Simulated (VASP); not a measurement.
# Os (P6_3/mmc) in VASP: further runs

The runs below take Os through single point, with PBEsol+D3(BJ), PBEsol.

All numbers are computed with VASP 6.6.1; they aren't measurements. Logs are shortened: lines on timing, memory, paths and dates and some standing lists are left out, and cuts for length are marked.

## 1. The cell of the first run

It takes space group P6_3/mmc (No. 194, hexagonal). Conventional cell: a = 2.711 Å, b = 2.711 Å, c = 4.288 Å, α = 90.00°, β = 90.00°, γ = 120.00°. Os (site symmetry -6m2) has 12 Os at 2.65 to 2.71 Å within 3.5 Å.

## 2. Single point, PBEsol+D3(BJ)

Input file INCAR:

```
PREC = Accurate
ENCUT = 520
EDIFF = 1E-6
ISMEAR = -1
SIGMA = 0.05
LREAL = F
LASPH = T
NELM = 100
ALGO = Normal
ISIF = 2
LWAVE = F
LCHARG = F
GGA = PS
IVDW = 12
NBANDS = 15
```

Input file KPOINTS:

```
regular mesh
0
Gamma
  11 11 6
```

Input file POSCAR:

```
Os
1.0
    2.7109522899      0.0000000000      0.0000000000
   -1.3554761450      2.3477535515      0.0000000000
    0.0000000000      0.0000000000      4.2882946126
Os
2
Direct
    0.6666666667      0.3333333333      0.7500000000
    0.3333333333      0.6666666667      0.2500000000
```

Potentials or basis: VASP PAW PBE potentials, release 64 (Os).

Run with:

```console
$ cat potpaw_PBE.64/Os/POTCAR > POTCAR
$ mpirun -np 1 vasp_std > vasp.out
```

OUTCAR:

```text
PREC = Accurate
   ENCUT = 520
   EDIFF = 1E-6
   ISMEAR = -1
   LREAL = F
   LASPH = T
   NELM = 100
   ISIF = 2
   GGA = PS
   IVDW = 12
 IVDW          = 12

 ion  position               nearest neighbor table
   1  0.667  0.333  0.750-   2 2.65   2 2.65   2 2.65   2 2.65   2 2.65   2 2.65
   2  0.333  0.667  0.250-   1 2.65   1 2.65   1 2.65   1 2.65   1 2.65   1 2.65

  LATTYP: Found a hexagonal cell.
 ALAT       =     2.7109522899
 C/A-ratio  =     1.5818406796

  Lattice vectors:

 A1 = (   2.7109522899,   0.0000000000,   0.0000000000)
 A2 = (  -1.3554761450,   2.3477535515,   0.0000000000)
 A3 = (   0.0000000000,   0.0000000000,   4.2882946126)

Analysis of symmetry for initial positions (statically):
=====================================================================
 Subroutine PRICEL returns:
 Original cell was already a primitive cell.

 Routine SETGRP: Setting up the symmetry group for a
 hexagonal supercell.

 Subroutine GETGRP returns: Found 24 space group operations
 (whereof 12 operations were pure point group operations)
 out of a pool of 24 trial point group operations.

The static configuration has the point symmetry D_3d.
 The point group associated with its full space group is D_6h.

Analysis of symmetry for dynamics (positions and initial velocities):
=====================================================================
 Subroutine PRICEL returns:
 Original cell was already a primitive cell.

 Routine SETGRP: Setting up the symmetry group for a
 hexagonal supercell.

 Subroutine GETGRP returns: Found 24 space group operations
 (whereof 12 operations were pure point group operations)
 out of a pool of 24 trial point group operations.

The dynamic configuration has the point symmetry D_3d.
 The point group associated with its full space group is D_6h.

 Subroutine INISYM returns: Found 24 space group operations
 (whereof 12 operations are pure point group operations),
 and found     1 'primitive' translations

----------------------------------------------------------------------------------------

                                     Primitive cell

  volume of cell :      27.2935

  direct lattice vectors                    reciprocal lattice vectors
     2.710952290  0.000000000  0.000000000     0.368874068  0.212969543  0.000000000
    -1.355476145  2.347753551  0.000000000     0.000000000  0.425939085  0.000000000
     0.000000000  0.000000000  4.288294613     0.000000000  0.000000000  0.233192933

  length of vectors
     2.710952290  2.710952290  4.288294613     0.425939085  0.425939085  0.233192933

  position of ions in fractional coordinates (direct lattice)
     0.666666667  0.333333333  0.750000000
     0.333333333  0.666666667  0.250000000

  ion indices of the primitive-cell ions
   primitive index   ion index
                 1           1
                 2           2

----------------------------------------------------------------------------------------

 KPOINTS: regular mesh

Automatic generation of k-mesh.
 Grid dimensions read from file:
 generate k-points for:   11   11    6

 Generating k-lattice:

  Cartesian coordinates                     Fractional coordinates (reciprocal lattice)
     0.033534006  0.019360868  0.000000000     0.090909091  0.000000000  0.000000000
     0.000000000  0.038721735  0.000000000     0.000000000  0.090909091  0.000000000
     0.000000000  0.000000000  0.038865489     0.000000000  0.000000000  0.166666667

  Length of vectors
     0.038721735  0.038721735  0.038865489

  Shift w.r.t. Gamma in fractional coordinates (k-lattice)
     0.000000000  0.000000000  0.000000000

 Subroutine IBZKPT returns following result:
 ===========================================

 Found     64 irreducible k-points:

 Following reciprocal coordinates:
            Coordinates               Weight
  0.000000  0.000000  0.000000      1.000000
  0.090909  0.000000  0.000000      6.000000
  0.181818  0.000000  0.000000      6.000000
  0.272727  0.000000  0.000000      6.000000
  0.363636  0.000000  0.000000      6.000000
  0.454545  0.000000  0.000000      6.000000
[... 16 lines left out ...]
  0.090909  0.090909  0.166667     12.000000
  0.181818  0.090909  0.166667     24.000000
 [... further k-points ...]
   k-points           NKPTS =     64   k-points in BZ     NKDIM =     64   number of bands    NBANDS=     15
   number of dos      NEDOS =    301   number of ions     NIONS =      2
   total plane-waves  NPLWV =  12800
   dimension x,y,z NGX =    20 NGY =   20 NGZ =   32
   dimension x,y,z NGXF=    40 NGYF=   40 NGZF=   64
   ions per type =               2
   NGX,Y,Z   is equivalent  to a cutoff of  12.26, 12.26, 12.41 a.u.
   NGXF,Y,Z  is equivalent  to a cutoff of  24.53, 24.53, 24.81 a.u.
 SYSTEM =  unknown system
   PREC   = accura    normal or accurate (medium, high low for compatibility)
   ISTART =      0    job   : 0-new  1-cont  2-samecut
   ICHARG =      2    charge: 1-file 2-atom 10-const
   ISPIN  =      1    spin polarized calculation?
   LNONCOLLINEAR =      F non collinear calculations
   LSORBIT =      F    spin-orbit coupling
   LASPH  =      T    aspherical Exc in radial PAW
   ENCUT  =  520.0 eV  38.22 Ry    6.18 a.u.   5.04  5.04  7.97*2*pi/ulx,y,z
   NELM   =    100;   NELMIN=  2; NELMDL= -5     # of ELM steps
   EDIFF  = 0.1E-05   stopping-criterion for ELM
   LREAL  =      F    real-space projection
   EDIFFG = 0.1E-04   stopping-criterion for IOM
   NSW    =      0    number of steps for IOM
   IBRION =     -1    ionic relax: 0-MD 1-quasi-New 2-CG
   NFREE  =      0    steps in history (QN), initial steepest desc. (CG)
   ISIF   =      2    stress and relaxation
   ISYM   =      2    0-nonsym 1-usesym 2-fastsym
   POTIM  = 0.5000    time-step for ionic-motion
   TEBEG  =    0.0;   TEEND  =   0.0 temperature during run
   PSTRESS=    0.0 pullay stress
   NELECT =      16.0000    total number of electrons
   NUPDOWN=      -1.0000    fix difference up-down
   EMIN   =  10.00;   EMAX   =-10.00  energy-range for DOS
   EFERMI =   0.00;   METHOD = LEGACY
   ISMEAR =    -1;   SIGMA  =   0.05  broadening in eV -4-tet -1-fermi 0-gaus
   EFERMI_NEDOS =   21; number of points for ismear=-14 and -15
   IALGO  =     38    algorithm
   IMIX   =      4    mixing-type and parameters
     AMIX     =   0.40;   BMIX     =  1.00
     AMIX_MAG =   1.60;   BMIX_MAG =  1.00
  volume/ion in A,a.u.               =      13.65        92.09
  Fermi-wavevector in a.u.,A,eV,Ry     =   1.370130  2.589171 25.541627  1.877257
  Thomas-Fermi vector in A             =   2.495944
   LORBIT       =      0    0 simple, 1 ext, 2 COOP (PROOUT), +10 PAW based schemes
   GGA     = PS    functional components
   LHFCALC =     F    Hartree Fock is set to
   AEXX    =    0.0000 exact exchange contribution
   IVDW    =    12    specifies the selected vdW correction
   LEPSILON=     F    determine dielectric tensor
   LRPA    =     F    only Hartree local field effects (RPA)
 non-spin polarized calculation
  energy-cutoff  :      520.00
  volume of cell :       27.29
 maximum number of plane-waves:       750
   NGX = 11   NGY = 11   NGZ = 15

 number of electron      15.9999998 magnetization

 Free energy of the ion-electron system (eV)
  ---------------------------------------------------
  ext. energy  EPLUGINS =         0.00000000
  ---------------------------------------------------
  free energy    TOTEN  =       -24.46100739 eV

  energy without entropy =      -24.44834536  energy(sigma->0) =      -24.45467638

 E-fermi :   9.6409     XC(G=0): -14.2948

 val. band max:        9.6226645305   @ k =   0.3636   0.0000   0.3333
 cond. band min:       9.6706224162   @ k =   0.0000   0.0000   0.0000
 fundamental gap:      0.0479578857
 Fermi energy:         9.6408631930

 k-point     1 :       0.0000    0.0000    0.0000
  band No.  band energies     occupation
      1      -1.5355      2.00000
      2       1.6211      2.00000
      3       6.5084      2.00000
      4       6.5084      2.00000
      5       6.7550      2.00000
      6       7.3868      2.00000
      7       7.3868      2.00000
      8       8.0778      2.00000
      9       8.0778      2.00000
     10       9.6706      0.71089
     11      11.4470      0.00000
     12      11.4470      0.00000
     13      19.0132      0.00000
     14      23.7198      0.00000
     15      26.4638      0.00000

 k-point     2 :       0.0909    0.0000    0.0000
  band No.  band energies     occupation
      1      -1.1932      2.00000
      2       1.9235      2.00000
      3       5.9301      2.00000
      4       6.8142      2.00000
      5       7.1399      2.00000
      6       7.2960      2.00000
      7       7.5744      2.00000
      8       7.6727      2.00000
      9       7.8367      2.00000
     10       8.5992      2.00000
     11      11.6144      0.00000
     12      13.1067      0.00000
     13      18.9857      0.00000
     14      24.4285      0.00000
     15      26.9028      0.00000

 k-point     3 :       0.1818    0.0000    0.0000
  band No.  band energies     occupation
      1      -0.2498      2.00000
      2       2.6285      2.00000
      3       5.2626      2.00000
      4       6.0405      2.00000
      5       6.7053      2.00000
      6       7.2947      2.00000
      7       7.6994      2.00000
      8       7.9886      2.00000
      9       8.0617      2.00000
     10       8.4932      2.00000
     11      11.9534      0.00000
     12      15.5558      0.00000
     13      18.7963      0.00000
     14      25.6626      0.00000
     15      27.1459      0.00000

 k-point     4 :       0.2727    0.0000    0.0000
  band No.  band energies     occupation
      1       0.9975      2.00000
      2       2.9291      2.00000
      3       4.5992      2.00000
      4       5.2305      2.00000
      5       6.5602      2.00000
      6       6.7198      2.00000
      7       7.5548      2.00000
      8       9.0504      1.99999
      9       9.2457      1.99926
     10       9.7251      0.31290
     11      12.2527      0.00000
     12      18.0282      0.00000
     13      18.4477      0.00000
     14      23.3276      0.00000
     15      25.5569      0.00000
[... 307 lines left out ...]
 k-point    22 :       0.4545    0.0000    0.1667
  band No.  band energies     occupation
      1       1.8707      2.00000
      2       2.3656      2.00000
      3       3.8796      2.00000
      4       5.0361      2.00000
      5       6.3136      2.00000
      6       7.5618      2.00000
      7       8.6803      2.00000
      8      11.4770      0.00000
      9      11.8696      0.00000
     10      12.3766      0.00000
     11      13.0199      0.00000
     12      15.9733      0.00000
     13      18.7306      0.00000
     14      21.0389      0.00000
     15      22.8267      0.00000

 k-point    23 :       0.0909    0.0909    0.1667
  band No.  band energies     occupation
      1      -0.2300      2.00000
      2       2.5447      2.00000
      3       5.4114      2.00000
      4       5.8170      2.00000
      5       6.6143      2.00000
      6       6.9948      2.00000
      7       7.4734      2.00000
      8       7.8416      2.00000
      9       8.5844      2.00000
     10       8.6476      2.00000
     11      11.7437      0.00000
     12      13.8406      0.00000
     13      20.4934      0.00000
     14      25.0488      0.00000
     15      27.1990      0.00000

 k-point    24 :       0.1818    0.0909    0.1667
  band No.  band energies     occupation
      1       0.8284      2.00000
      2       3.2804      2.00000
      3       4.7278      2.00000
      4       4.9560      2.00000
      5       6.2487      2.00000
      6       6.8980      2.00000
      7       7.5018      2.00000
      8       8.4800      2.00000
      9       9.1211      1.99994
     10       9.5161      1.84775
     11      11.9102      0.00000
     12      15.4123      0.00000
     13      20.4525      0.00000
     14      25.1193      0.00000
     15      26.1552      0.00000

 [... further k-points ...]

------------------------ aborting loop because EDIFF is reached ----------------------------------------

 Edisp (eV)   -1.36895

 E8    (eV) :    -0.9770

  FORCE on cell =-STRESS in cart. coord.  units (eV):
  Direction    XX          YY          ZZ          XY          YZ          ZX
  --------------------------------------------------------------------------------------
  -------------------------------------------------------------------------------------
  Total       0.13826     0.13826     0.12313    -0.00000     0.00000     0.00000
  in kB       8.11595     8.11595     7.22792    -0.00000     0.00000     0.00000
  external pressure =        7.82 kB  Pullay stress =        0.00 kB

 VOLUME and BASIS-vectors are now :
 -----------------------------------------------------------------------------
  energy-cutoff  :      520.00
  volume of cell :       27.29
      direct lattice vectors                 reciprocal lattice vectors
     2.710952290  0.000000000  0.000000000     0.368874068  0.212969543  0.000000000
    -1.355476145  2.347753551  0.000000000     0.000000000  0.425939085  0.000000000
     0.000000000  0.000000000  4.288294613     0.000000000  0.000000000  0.233192933

 POSITION                                       TOTAL-FORCE (eV/Angst)
 -----------------------------------------------------------------------------------
      1.35548      0.78258      3.21622         0.000000     -0.000000      0.000000
     -0.00000      1.56517      1.07207        -0.000000      0.000000      0.000000
 -----------------------------------------------------------------------------------
    total drift:                                0.000000     -0.000000     -0.000000

  FREE ENERGIE OF THE ION-ELECTRON SYSTEM (eV)
  ---------------------------------------------------
  free  energy   TOTEN  =       -25.8299565482 eV

  energy  without entropy=      -25.8172945146  energy(sigma->0) =      -25.82362553
```

Run time: 22 s. Hardware: 1 thread of Intel Xeon Platinum 8375C at 2.90GHz (Ice Lake), shared host; peak memory 0.16 GiB.

What came out:

```
Free energy                : -25.8300 eV
Pressure                   : 0.8 GPa
Band gap on the k mesh     : zero (band 8 reaches 11.89 eV, above the bottom of band 9 at 7.84 eV)
Dispersion energy per atom : -0.684 eV
```

Caveat: the PAW data sets were made with another functional, which shifts forces and pressure a little; spin-orbit coupling is left out, which moves the levels of the heavy elements; pairwise dispersion overbinds metals, which lowers pressure and volume.

(Continued in part 2 of 2.)
